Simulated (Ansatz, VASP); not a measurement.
## One calculation of Pt, two programs

```
Pt
1.0
     2.73306    0.00000    0.00000
    -1.36653    2.41471    0.00000
     0.00000    0.00000    4.79213
Pt
2
Direct
  0.66667 0.33333 0.75000
  0.33333 0.66667 0.25000
```

Change from the starting cell: strain -0.0100 x Voigt [1, -1, 0, 0, 0, 0], atoms carried along.

Alike in both runs: task single point; functional r2SCAN; k mesh 18 × 18 × 10; occupations gaussian, width 0.15 eV; no spin polarisation.

```csv
,VASP,Ansatz
version,VASP 6.6.1,Ansatz 0.2.0
potentials or method,"VASP PAW PBE potentials, release 64 (Pt), cutoff 520 eV","scalar-relativistic, plane waves, PAW"
valence electrons in the cell,20,36
```

VASP gave:

* gap on the k mesh at the Fermi level (eV): none
* pressure (GPa): -5.8
* traceless stress, the component that is largest in VASP (GPa): -2.58
* rms of the force components (eV/Å): 0.004

Which values does Ansatz return?

gap on the k mesh at the Fermi level (eV): none; pressure (GPa): -6.3; traceless stress, the component that is largest in VASP (GPa): -2.67; rms of the force components (eV/Å): 0.004.

VASP's potentials were made for PBE, not for r2SCAN. Atom by atom the forces differ by 0.000 eV/Å (rms over components). A gap of «none» marks a metal or a gap that the smearing closes. VASP's potentials hold 20 valence electrons a cell and Ansatz's 36, so a difference there can come from the potentials and not from the codes.

Spin-orbit coupling is off throughout.
